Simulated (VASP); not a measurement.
# Rh (P6_3/mmc) in VASP: further runs, part 2 of 2

VASP 6.6.1.

## (3) Single point, LDA (volume scaled by 0.68)

The input, INCAR:

```
SYSTEM = Rh
  ALGO = Normal
  EDIFF = 1E-7
  ENCUT = 520
  GGA = CA
  ISIF = 2
  ISMEAR = -1
  LASPH = .True.
  LCHARG = .False.
  LREAL = .False.
  LWAVE = .False.
  NBANDS = 22
  NELM = 60
  PREC = Accurate
  SIGMA = 0.08
```

The input, KPOINTS:

```
k-points
0
Gamma
  16 16 9
  0 0 0
```

The input, POSCAR:

```
Rh
1.0
    2.3416541677      0.0000000000      0.0000000000
   -1.1708270839      2.0279319961      0.0000000000
    0.0000000000      0.0000000000      3.8032956602
Rh
2
Direct
    0.3333333333      0.6666666667      0.2500000000
    0.6666666667      0.3333333333      0.7500000000
```

Potentials or basis: VASP PAW LDA potentials, release 64 (Rh_pv).

Started as:

```sh
> cat potpaw_LDA.64/Rh_pv/POTCAR > POTCAR
> mpirun -np 1 vasp_std > vasp.out
```

It took 28 s on 1 thread of Intel Xeon Platinum 8488C (Sapphire Rapids), shared host; peak memory 0.15 GiB.

The run converged. Its results:

```
Free energy            : -11.4971 eV
Pressure               : 316.4 GPa
Band gap on the k mesh : zero (band 15 reaches 22.90 eV, above the bottom of band 16 at 18.26 eV)
```

Stress tensor (GPa, compression positive):
```
316.33   0.00   0.00
  0.00 316.33   0.00
  0.00   0.00 316.55
```

Levels at points of the mesh, in eV from the Fermi level:
| k point | band 12 | band 13 | band 14 | band 15 | band 16 | band 17 | band 18 | band 19 |
| --- | --- | --- | --- | --- | --- | --- | --- | --- |
| (0.00, 0.00, 0.00) | -4.87 | -4.87 | -3.67 | -3.67 | 0.17 | 0.17 | 0.68 | 13.71 |
| (0.50, 0.00, 0.00) | -4.12 | -3.52 | 0.97 | 1.34 | 1.59 | 5.14 | 8.18 | 14.17 |

## (4) Single point, LDA (volume scaled by 0.78)

The input, INCAR:

```
SYSTEM = Rh
  ALGO = Normal
  EDIFF = 1E-6
  ENCUT = 520
  ISIF = 2
  ISMEAR = -1
  LASPH = .True.
  LCHARG = .True.
  LELF = .True.
  LREAL = .False.
  LVHAR = .True.
  LWAVE = .False.
  NBANDS = 22
  NELM = 80
  PREC = Accurate
  SIGMA = 0.08
```

KPOINTS is that of step 3.

The input, POSCAR:

```
Rh
1.0
    2.4528735096      0.0000000000      0.0000000000
   -1.2264367548      2.1242507716      0.0000000000
    0.0000000000      0.0000000000      3.9759506328
Rh
2
Direct
    0.3333333333      0.6666666667      0.2500000000
    0.6666666667      0.3333333333      0.7500000000
```

Started as:

```sh
> cat potpaw_LDA.64/Rh_pv/POTCAR > POTCAR
> mpirun -np 1 vasp_std > vasp.out
```

Run time: 30 s. Hardware: 1 thread of Intel Xeon Platinum 8488C (Sapphire Rapids), shared host; peak memory 0.16 GiB.

Results (log left out):

```
Free energy            : -15.1933 eV
Pressure               : 147.0 GPa
Band gap on the k mesh : zero (band 15 reaches 19.00 eV, above the bottom of band 16 at 15.27 eV)
```

Stress tensor (GPa, compression positive):
```
146.98   0.00   0.00
  0.00 146.98   0.00
  0.00   0.00 147.10
```

Levels at points of the mesh, in eV from the Fermi level:
```
           k point  band 12  band 13  band 14  band 15  band 16  band 17  band 18  band 19
(0.00, 0.00, 0.00)    -3.95    -3.95    -2.99    -2.99     0.17     0.17     0.52    11.85
(0.50, 0.00, 0.00)    -3.43    -3.13     0.74     1.06     1.24     4.25     6.96    12.73
```

## (5) Single point, LDA (volume scaled by 0.78)

The input, INCAR:

```
SYSTEM = Rh
  PREC = Accurate
  ENCUT = 520
  EDIFF = 1E-6
  ISMEAR = -1
  SIGMA = 0.08
  LREAL = .False.
  LASPH = .True.
  NELM = 80
  ALGO = Normal
  ISIF = 2
  LWAVE = .False.
  LCHARG = .False.
  GGA = CA
  NBANDS = 22
```

The input, KPOINTS:

```
Automatic mesh
0
Gamma
  16 16 9
  0 0 0
```

POSCAR is that of step 4.

Potentials or basis: VASP PAW LDA potentials, release 64 (Rh_pv).

Started as:

```sh
> cat potpaw_LDA.64/Rh_pv/POTCAR > POTCAR
> mpirun -np 1 vasp_std > vasp.out
```

OUTCAR:

```text
SYSTEM = Rh
   PREC = Accurate
   ENCUT = 520
   EDIFF = 1E-6
   ISMEAR = -1
   LREAL = .False.
   LASPH = .True.
   NELM = 80
   ISIF = 2
   GGA = CA

 ion  position               nearest neighbor table
   1  0.333  0.667  0.250-   2 2.44   2 2.44   2 2.44   2 2.44   2 2.44   2 2.44
   2  0.667  0.333  0.750-   1 2.44   1 2.44   1 2.44   1 2.44   1 2.44   1 2.44

  LATTYP: Found a hexagonal cell.
 ALAT       =     2.4528735096
 C/A-ratio  =     1.6209358604

  Lattice vectors:
[... 189 lines left out ...]
      1     -30.7931      2.00000
      2     -29.1119      2.00000
      3     -29.1119      2.00000
      4     -28.8567      2.00000
      5     -28.8525      2.00000
      6     -28.8525      2.00000
[... 589 lines left out ...]
     21      31.7143      0.00000
     22      34.8797      0.00000

 [... further k-points ...]
[... 5 lines left out ...]
  --------------------------------------------------------------------------------------
  -------------------------------------------------------------------------------------
  Total       19.0055285     19.0055285     19.0211448     -0.0000000     -0.0000000      0.0000000
  in kB     1469.8350916   1469.8350916   1471.0428119     -0.0000000     -0.0000000      0.0000000
  external PRESSURE =    1470.2376650 kB  Pullay stress =       0.0000000 kB

 VOLUME and BASIS-vectors are now :
 -----------------------------------------------------------------------------
  energy-cutoff  :      520.00
  volume of cell :       20.72
      direct lattice vectors                 reciprocal lattice vectors
     2.452873510  0.000000000  0.000000000     0.407685107  0.235377106  0.000000000
    -1.226436755  2.124250772  0.000000000     0.000000000  0.470754213  0.000000000
     0.000000000  0.000000000  3.975950633     0.000000000  0.000000000  0.251512177

 POSITION                                       TOTAL-FORCE (eV/Angst)
 -----------------------------------------------------------------------------------
     -0.00000      1.41617      0.99399        -0.000000      0.000000      0.000000
      1.22644      0.70808      2.98196         0.000000     -0.000000      0.000000
 -----------------------------------------------------------------------------------
    total drift:                               -0.000000      0.000000     -0.000000

  FREE ENERGIE OF THE ION-ELECTRON SYSTEM (eV)
  ---------------------------------------------------
  free  energy   TOTEN  =       -15.1932802045 eV

  energy  without entropy=      -15.1531114695  energy(sigma->0) =      -15.17319584
```

It took 29 s on 1 thread of Intel Xeon Platinum 8488C (Sapphire Rapids), shared host; peak memory 0.15 GiB.

Results:

```
Free energy            : -15.1933 eV
Pressure               : 147.0 GPa
Band gap on the k mesh : zero (band 15 reaches 19.00 eV, above the bottom of band 16 at 15.27 eV)
```

## (6) Single point, LDA (volume scaled by 0.88)

The input, INCAR:

```
SYSTEM = Rh
PREC = Accurate ; ENCUT = 520
EDIFF = 1E-7 ; ISMEAR = -1
SIGMA = 0.08 ; LREAL = .False.
LASPH = .True. ; NELM = 100
ALGO = Normal ; ISIF = 2
LWAVE = .False. ; LCHARG = .True.
LELF = .True. ; LVHAR = .True.
NBANDS = 22
```

KPOINTS is that of step 5.

The input, POSCAR:

```
Rh
1.0
    2.5553838535      0.0000000000      0.0000000000
   -1.2776919267      2.2130273335      0.0000000000
    0.0000000000      0.0000000000      4.1330158059
Rh
2
Direct
    0.3333333333      0.6666666667      0.2500000000
    0.6666666667      0.3333333333      0.7500000000
```

Potentials or basis: VASP PAW LDA potentials, release 64 (Rh_pv).

Started as:

```sh
> cat potpaw_LDA.64/Rh_pv/POTCAR > POTCAR
> mpirun -np 1 vasp_std > vasp.out
```

Wall time 39 s (1 thread of Intel Xeon Platinum 8488C (Sapphire Rapids), shared host); peak memory 0.17 GiB.

Results (log left out):

```
Free energy            : -16.8094 eV
Pressure               : 56.8 GPa
Band gap on the k mesh : zero (band 15 reaches 15.98 eV, above the bottom of band 16 at 12.91 eV)
```

Levels at points of the mesh, in eV from the Fermi level:
```tsv
k point	band 13	band 14	band 15	band 16	band 17	band 18
(0.00, 0.00, 0.00)	-3.28	-2.50	-2.50	0.16	0.16	0.54
(0.50, 0.00, 0.00)	-2.74	0.58	0.86	0.99	3.64	6.07
```

## (7) The runs side by side

```tsv
cell	gap on the mesh (eV)	pressure (GPa)
a = 2.342, b = 2.342, c = 3.803 Å, angles 90.0, 90.0, 120.0°, 2 atoms	none	316.4
a = 2.453, b = 2.453, c = 3.976 Å, angles 90.0, 90.0, 120.0°, 2 atoms	none	147.0
a = 2.555, b = 2.555, c = 4.133 Å, angles 90.0, 90.0, 120.0°, 2 atoms	none	56.8
```

Alike in all rows: task single point; level LDA; potentials or basis VASP PAW LDA potentials, release 64 (Rh_pv); no spin polarisation; k mesh 16 × 16 × 9; cutoff (eV) 520; smearing fermi-dirac 0.08 eV.

Absolute energies hang on the potentials; compare differences alone.
